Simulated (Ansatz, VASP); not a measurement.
# Si in VASP and in Ansatz

```
CELL_PARAMETERS angstrom
3.83132 0.00000 0.00000
-1.91566 3.31802 0.00000
0.00000 0.00000 6.33262
ATOMIC_POSITIONS crystal
Si 0.33333 0.66667 0.06301
Si 0.66667 0.33333 0.56301
Si 0.33333 0.66667 0.43699
Si 0.66667 0.33333 0.93699
```

Alike in both runs: task relaxation of cell and atoms; functional PBE; dispersion D3(BJ); k mesh 12 × 12 × 6; occupations gaussian, width 0.02 eV; no spin polarisation.

```csv
,VASP,Ansatz
version,VASP 6.6.1,Ansatz 0.2.0
potentials or method,"VASP PAW PBE potentials, release 64 (Si), cutoff 600 eV","scalar-relativistic, plane waves, PAW"
valence electrons in the cell,16,16
```

```csv
,VASP,Ansatz,Ansatz less VASP
"gap on the k mesh at the Fermi level, each at its own relaxed structure (eV)",0.39,0.40,+0.002
relaxed volume (Å³/atom),19.89,19.90,+0.009
relaxed cell length with the largest relative difference (Å),6.310,6.313,+0.0028
```
